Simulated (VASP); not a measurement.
# K2H3Au in VASP: settings compared

K2H3Au is run at these levels: PBEsol, r2SCAN+rVV10; tasks: relaxation of cell and atoms.

Everything below comes from runs of VASP 6.6.1. Logs are shortened: lines on timing, memory, paths and dates and some standing lists are left out, and cuts for length are marked.

## Step 1: The cell of the first run

The structure is trigonal, space group R-3m (No. 166). Conventional cell: a = 5.831 Å, b = 5.831 Å, c = 12.734 Å, α = 90.00°, β = 90.00°, γ = 120.00°. K (site symmetry 3m) has 9 H at 3.13 to 3.33 Å and 4 K at 3.20 to 3.52 Å and 3 Au at 3.41 Å within 4.1 Å. Within 3.6 Å of H (site symmetry 2/m) lie 2 Au at 2.71 Å and 4 H at 2.92 Å and 6 K at 3.13 to 3.33 Å. Within 3.6 Å of Au (site symmetry -3m) lie 6 H at 2.71 Å and 6 K at 3.41 Å.

## Step 2: Relaxation of cell and atoms, PBEsol

INCAR

```
SYSTEM = K2H3Au
PREC     = Accurate       ! precision mode
ENCUT    = 600            ! plane-wave cutoff, eV
EDIFF    = 1E-7           ! SCF threshold, eV
ISMEAR   = -1             ! smearing method
SIGMA    = 0.03           ! smearing width, eV
LREAL    = .False.        ! projectors in reciprocal space
LASPH    = .True.         ! aspherical terms in the spheres
NELM     = 60             ! most SCF steps
ALGO     = Normal         ! electronic algorithm
ISIF     = 3              ! what is computed and relaxed
LWAVE    = .False.        ! write WAVECAR
LCHARG   = .False.        ! write CHGCAR
GGA      = PS             ! functional
IBRION   = 2              ! ionic algorithm
NSW      = 100            ! ionic steps
EDIFFG   = -0.01          ! ionic threshold
```

KPOINTS

```
Automatic mesh
0
Gamma
  4 4 4
  0 0 0
```

POSCAR

```
K2H3Au
1.0
    2.9153212400      1.6831615000      4.2446755900
   -2.9153212400      1.6831615000      4.2446755900
    0.0000000000     -3.3663230000      4.2446755900
K H Au
2 3 1
Direct
    0.3743035000      0.3743035000      0.3743035000
    0.6256965000      0.6256965000      0.6256965000
    0.0000000000      0.0000000000      0.5000000000
    0.0000000000      0.5000000000      0.0000000000
    0.5000000000      0.0000000000      0.0000000000
    0.0000000000      0.0000000000      0.0000000000
```

Potentials or basis: VASP PAW PBE potentials, release 64 (K_sv, H, Au).

Run with:

```sh
cat potpaw_PBE.64/K_sv/POTCAR potpaw_PBE.64/H/POTCAR potpaw_PBE.64/Au/POTCAR > POTCAR
mpirun -np 1 vasp_std > vasp.out
```

OUTCAR:

```text
SYSTEM = K2H3Au
   PREC = Accurate
   ENCUT = 600
   EDIFF = 1E-7
   ISMEAR = -1
   LREAL = .False.
   LASPH = .True.
   NELM = 60
   ISIF = 3
   GGA = PS
   IBRION = 2
   NSW = 100
   EDIFFG = -0.01

 ion  position               nearest neighbor table
   1  0.374  0.374  0.374-   2 3.20   6 3.41   6 3.41   6 3.41   2 3.52   2 3.52   2 3.52
   2  0.626  0.626  0.626-   1 3.20   6 3.41   6 3.41   6 3.41   1 3.52   1 3.52   1 3.52
   3  0.000  0.000  0.500-
   4  0.000  0.500  0.000-
   5  0.500  0.000  0.000-
   6  0.000  0.000  0.000-   2 3.41   1 3.41   2 3.41   2 3.41   1 3.41   1 3.41

  LATTYP: Found a trigonal (rhomboedric) cell.
 ALAT       =     5.4175087847
 COS(alpha) =     0.4208333037

  Lattice vectors:

 A1 = (   2.9153212400,   1.6831615000,   4.2446755900)
 A2 = (  -2.9153212400,   1.6831615000,   4.2446755900)
 A3 = (   0.0000000000,  -3.3663230000,   4.2446755900)

Analysis of symmetry for initial positions (statically):
=====================================================================
 Subroutine PRICEL returns:
 Original cell was already a primitive cell.

 Routine SETGRP: Setting up the symmetry group for a
 trigonal (rhombohedral) supercell.

 Subroutine GETGRP returns: Found 12 space group operations
 (whereof 12 operations were pure point group operations)
 out of a pool of 12 trial point group operations.

The static configuration has the point symmetry D_3d.

Analysis of symmetry for dynamics (positions and initial velocities):
=====================================================================
 Subroutine PRICEL returns:
 Original cell was already a primitive cell.

 Routine SETGRP: Setting up the symmetry group for a
 trigonal (rhombohedral) supercell.

 Subroutine GETGRP returns: Found 12 space group operations
 (whereof 12 operations were pure point group operations)
 out of a pool of 12 trial point group operations.

The dynamic configuration has the point symmetry D_3d.

 Subroutine INISYM returns: Found 12 space group operations
 (whereof 12 operations are pure point group operations),
 and found     1 'primitive' translations

----------------------------------------------------------------------------------------

                                     Primitive cell

  volume of cell :     124.9706

  direct lattice vectors                    reciprocal lattice vectors
     2.915321240  1.683161500  4.244675590     0.171507686  0.099020009  0.078529755
    -2.915321240  1.683161500  4.244675590    -0.171507686  0.099020009  0.078529755
     0.000000000 -3.366323000  4.244675590     0.000000000 -0.198040018  0.078529755

  length of vectors
     5.417508785  5.417508785  5.417508782     0.213041712  0.213041712  0.213041712

  position of ions in fractional coordinates (direct lattice)
     0.374303500  0.374303500  0.374303500
     0.625696500  0.625696500  0.625696500
     0.000000000  0.000000000  0.500000000
     1.000000000  0.500000000  0.000000000
     0.500000000  1.000000000  0.000000000
     0.000000000  0.000000000  0.000000000

  ion indices of the primitive-cell ions
   primitive index   ion index
                 1           1
                 2           2
                 3           3
                 4           4
                 5           5
                 6           6

----------------------------------------------------------------------------------------

 KPOINTS: Automatic mesh

Automatic generation of k-mesh.
 Grid dimensions read from file:
 generate k-points for:    4    4    4

 Generating k-lattice:

  Cartesian coordinates                     Fractional coordinates (reciprocal lattice)
     0.042876922  0.024755002  0.019632439     0.250000000 -0.000000000  0.000000000
    -0.042876922  0.024755002  0.019632439    -0.000000000  0.250000000  0.000000000
     0.000000000 -0.049510004  0.019632439     0.000000000  0.000000000  0.250000000

  Length of vectors
     0.053260428  0.053260428  0.053260428

  Shift w.r.t. Gamma in fractional coordinates (k-lattice)
     0.000000000  0.000000000  0.000000000

[... 42 lines left out ...]
  energy-cutoff  :      600.00
  volume of cell :      124.97
 maximum number of plane-waves:      4182
 NGX is ok and might be reduce to    48
   NGX = 21   NGY = 21   NGZ = 21

--------------------------------------- Ionic step        1  -------------------------------------------

 number of electron      31.9999998 magnetization

 Free energy of the ion-electron system (eV)
  ---------------------------------------------------
  ext. energy  EPLUGINS =         0.00000000
  ---------------------------------------------------
  free energy    TOTEN  =       -12.96257583 eV

  energy without entropy =      -12.95506522  energy(sigma->0) =      -12.95882052

------------------------ aborting loop because EDIFF is reached ----------------------------------------

  FORCE on cell =-STRESS in cart. coord.  units (eV):
  Direction    XX          YY          ZZ          XY          YZ          ZX
  --------------------------------------------------------------------------------------
  -------------------------------------------------------------------------------------
  Total       -1.7938505     -1.7938505     -9.8561981      0.0000000      0.0000000     -0.0000000
  in kB      -22.9979360    -22.9979359   -126.3607064      0.0000000      0.0000000     -0.0000000
  external PRESSURE =     -57.4521927 kB  Pullay stress =       0.0000000 kB
[... 65 lines left out ...]
  energy  without entropy=      -13.7890055919  energy(sigma->0) =      -13.79107097

--------------------------------------- Ionic step        3  -------------------------------------------

 number of electron      32.0000000 magnetization

 E-fermi :   4.1546     XC(G=0): -10.2756

 val. band max:        4.1458889921   @ k =   0.5000   0.2500   0.2500
 cond. band min:       4.2315341791   @ k =  -0.2500   0.2500   0.2500
 fundamental gap:      0.0856451870
 Fermi energy:         4.1546122646

 k-point     1 :       0.0000    0.0000    0.0000
  band No.  band energies     occupation
      1     -27.9233      2.00000
      2     -26.5890      2.00000
      3     -12.7087      2.00000
      4     -10.9338      2.00000
      5     -10.9338      2.00000
      6     -10.7392      2.00000
[... 12 lines left out ...]
     19       7.3119      0.00000
[... 308 lines left out ...]
  FREE ENERGIE OF THE ION-ELECTRON SYSTEM (eV)
  ---------------------------------------------------
  free  energy   TOTEN  =       -14.3865522053 eV

  energy  without entropy=      -14.3806462696  energy(sigma->0) =      -14.38359924

[... ionic steps 4 to 11 ...]

--------------------------------------- Ionic step       12  -------------------------------------------

 number of electron      32.0000001 magnetization

------------------------ aborting loop because EDIFF is reached ----------------------------------------

  FORCE on cell =-STRESS in cart. coord.  units (eV):
  Direction    XX          YY          ZZ          XY          YZ          ZX
  --------------------------------------------------------------------------------------
  -------------------------------------------------------------------------------------
  Total        0.0175291      0.0175291     -0.1564197      0.0000000      0.0000000      0.0000000
  in kB        0.3187861      0.3187861     -2.8446698      0.0000000      0.0000000      0.0000000
  external PRESSURE =      -0.7356992 kB  Pullay stress =       0.0000000 kB
[... 65 lines left out ...]
  energy  without entropy=      -15.1852498310  energy(sigma->0) =      -15.18781780

--------------------------------------- Ionic step       14  -------------------------------------------

 number of electron      32.0000001 magnetization

 Free energy of the ion-electron system (eV)
  ---------------------------------------------------
  ext. energy  EPLUGINS =         0.00000000
  ---------------------------------------------------
  free energy    TOTEN  =       -15.19041688 eV

  energy without entropy =      -15.18527861  energy(sigma->0) =      -15.18784775

 E-fermi :   2.8664     XC(G=0):  -9.5665

 val. band max:        2.8532748904   @ k =   0.5000   0.2500   0.2500
 cond. band min:       2.9530251468   @ k =  -0.2500   0.5000   0.2500
 fundamental gap:      0.0997502564
 Fermi energy:         2.8664392408

 k-point     1 :       0.0000    0.0000    0.0000
  band No.  band energies     occupation
      1     -28.2076      2.00000
      2     -27.7969      2.00000
      3     -12.3211      2.00000
      4     -11.7584      2.00000
      5     -11.7584      2.00000
      6     -11.4755      2.00000
[... 12 lines left out ...]
     19       6.7350      0.00000
[... 308 lines left out ...]
  FREE ENERGIE OF THE ION-ELECTRON SYSTEM (eV)
  ---------------------------------------------------
  free  energy   TOTEN  =       -15.1904168777 eV

  energy  without entropy=      -15.1852786145  energy(sigma->0) =      -15.18784775

 reached required accuracy - stopping structural energy minimisation
```

Wall time 10 min (1 thread of Intel Xeon Platinum 8488C (Sapphire Rapids), shared host); peak memory 0.37 GiB.

What came out:

```yaml
Free_energy: -15.1904 eV
Relaxed_volume: 14.67 Å³/atom
Relaxed_cell: a = 4.532 Å, b = 4.532 Å, c = 4.532 Å, α = 78.33°, β = 78.33°, γ = 78.33°
Space_group_after_relaxing_to_0.1_Å: R-3m (No. 166)
Energy_gained_by_relaxing: 371.3 meV/atom
Ionic_steps: 14
Pressure_after_relaxing: 0.0 GPa
Band_gap_on_the_k_mesh: zero (bands 16 and 17 overlap by 3.47 eV)
```

Forces in eV/Å, atoms in the order of the input:
```
K    0.000  0.000 -0.002
K    0.000  0.000  0.002
H    0.000  0.000  0.000
H    0.000  0.000  0.000
H    0.000  0.000  0.000
Au   0.000  0.000  0.000
```

The path:
| step | energy change (eV) | largest force (eV/Å) | pressure (GPa) | volume (Å³) |
| --- | --- | --- | --- | --- |
| 1 | 0.0000 | 0.2639 | -5.75 | 124.97 |
| 2 | -0.8306 | 0.4762 | -5.52 | 111.77 |
| 3 | -1.4240 | 3.8963 | 10.57 | 75.79 |
| 4 | -1.7569 | 1.1735 | -2.84 | 94.13 |
| 5 | -1.8768 | 2.3288 | 2.69 | 83.22 |
| 6 | -1.9107 | 1.8261 | 0.25 | 86.88 |
| 7 | -2.1686 | 0.3464 | 2.26 | 82.86 |
| 8 | -2.1715 | 0.1575 | 2.70 | 82.32 |
| 9 | -2.2192 | 0.0521 | 0.70 | 86.11 |
| 10 | -2.2251 | 0.0083 | -0.26 | 88.34 |
| 11 | -2.2252 | 0.0110 | -0.19 | 88.18 |
| 12 | -2.2276 | 0.0156 | -0.07 | 88.10 |
| 13 | -2.2278 | 0.0175 | -0.02 | 88.06 |
| 14 | -2.2278 | 0.0023 | 0.01 | 88.02 |

Final structure:
```yaml
crystal:
  lattice:
    - [2.86234, 1.65257, 3.10141]
    - [-2.86234, 1.65257, 3.10141]
    - [0.00000, -3.30514, 3.10141]
  atoms:
    - { symbol: K, position: [0.35277, 0.35277, 0.35277] }
    - { symbol: K, position: [0.64723, 0.64723, 0.64723] }
    - { symbol: H, position: [0.00000, 0.00000, 0.50000] }
    - { symbol: H, position: [0.00000, 0.50000, 0.00000] }
    - { symbol: H, position: [0.50000, 0.00000, 0.00000] }
    - { symbol: Au, position: [0.00000, 0.00000, 0.00000] }
```

Caveat: the volume moved by over 15 % at a fixed basis, so the end points are rough; the PAW data sets were made with another functional, which shifts forces and pressure a little; spin-orbit coupling is left out, which moves the levels of the heavy elements.

[end of part 1 of 2]
